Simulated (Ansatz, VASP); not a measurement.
## Two plane-wave programs on TaN

Contents of POSCAR:

```
TaN
1.0
    0.5358376168      2.4962191417      2.4962191417
    2.4962191417      0.5358376168      2.4962191417
    2.4962191417      2.4962191417      0.5358376168
Ta N
1 1
Direct
    0.5000000000      0.5000000000      0.5000000000
    0.0000000000      0.0000000000      0.0000000000
```

Contents of INCAR.step1:

```
SYSTEM = TaN
  PREC = Accurate
  ENCUT = 520
  ISMEAR = 0
  SIGMA = 0.15
  LREAL = .False.
  LASPH = .True.
  NELM = 80
  NBANDS = 15
  GGA = PE
  ALGO = Normal
  EDIFF = 1E-4
  LWAVE = .True.
  LCHARG = .False.
```

Contents of INCAR.step2:

```
SYSTEM = TaN
  PREC = Accurate
  ENCUT = 520
  EDIFF = 1E-6
  ISMEAR = 0
  SIGMA = 0.15
  LREAL = .False.
  LASPH = .True.
  NELM = 80
  ALGO = Normal
  ISIF = 2
  LWAVE = .False.
  LCHARG = .False.
  METAGGA = R2SCAN
  LMIXTAU = .True.
  NBANDS = 15
  ISTART = 1
```

The input KPOINTS:

```
regular mesh
0
Gamma
  26 26 26
  0 0 0
```

Input for Ansatz:

```yaml
crystal:
  lattice:
    - [0.5358376168, 2.4962191417, 2.4962191417]
    - [2.4962191417, 0.5358376168, 2.4962191417]
    - [2.4962191417, 2.4962191417, 0.5358376168]
  atoms:
    - { symbol: Ta, position: [0.5, 0.5, 0.5] }
    - { symbol: "N", position: [0.0, 0.0, 0.0] }
basis:
  ecutwfc: 500
kpoints:
  mp_grid: { grid: [26, 26, 26] }
hamiltonian:
  xc: r2scan
scf:
  occupations: { method: gaussian, width: 0.15 }
output:
  forces: true
  stress: true
  eigenvalues: true
  write_density: true
  write_potential: true
  elf: true
  volumetric_format: npy
```

Alike in both runs: task single point; functional r2SCAN; k mesh 26 × 26 × 26; occupations gaussian, width 0.15 eV; no spin polarisation.

```csv
,VASP,Ansatz
version,VASP 6.6.1,Ansatz 0.2.0
potentials or method,"VASP PAW PBE potentials, release 64 (Ta_pv, N), cutoff 520 eV","scalar-relativistic, plane waves, PAW"
valence electrons in the cell,16,18
```

```csv
,VASP,Ansatz,Ansatz less VASP
gap on the k mesh at the Fermi level (eV),none,none,-
pressure (GPa),5.8,3.9,-1.96
"traceless stress, the component that is largest in VASP (GPa)",-27.32,-27.48,-0.159
```

VASP's potentials were made for PBE, not for r2SCAN. A gap of «none» marks a metal or a gap that the smearing closes. VASP's potentials hold 16 valence electrons a cell and Ansatz's 18, so a difference there can come from the potentials and not from the codes.

Spin-orbit coupling is off throughout.
